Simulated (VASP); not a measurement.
GaAs, 2 atoms in the cell. It takes space group Fm-3m (No. 225, cubic). The conventional cell has a = 5.329 Å, b = 5.329 Å, c = 5.329 Å, α = 90.00°, β = 90.00°, γ = 90.00°. Within 3.5 Å of Ga (site symmetry m-3m) lie 6 As at 2.66 Å. As (site symmetry m-3m) has 6 Ga at 2.66 Å within 3.5 Å. 

* Program: VASP 6.6.1
* Task: single point
* Functional: PBE-based global hybrid
* Potentials or basis: VASP PAW PBE potentials, release 64 (Ga_d, As)
* Cutoff: 520 eV
* k mesh: 4 × 4 × 4
* Occupations: fermi-dirac, width 0.02 eV
* Spin: no spin polarisation
* Dipole correction: no
* Grid for exact exchange (PRECFOCK): Normal
* Share of exact exchange: 0.5
* Further INCAR settings: ALGO = Normal; EDIFF = 1e-07; NBANDS = 16

Potentials or basis: VASP PAW PBE potentials, release 64 (Ga_d, As).

Command:

```console
$ cat potpaw_PBE.64/Ga_d/POTCAR potpaw_PBE.64/As/POTCAR > POTCAR
$ cp INCAR.step1 INCAR
$ mpirun -np 1 vasp_std > vasp.out
$ cp INCAR.step2 INCAR
$ mpirun -np 1 vasp_std > vasp.out
```

Hardware: 1 thread of AMD EPYC 7R13 Processor (Zen 3), with other jobs on the host.

Question: Estimate the wall time of this run.

Answer: Wall time 9.9 min on 1 thread of AMD EPYC 7R13 Processor (Zen 3), on a shared host, peak memory 0.16 GiB. Counts: k points 8.
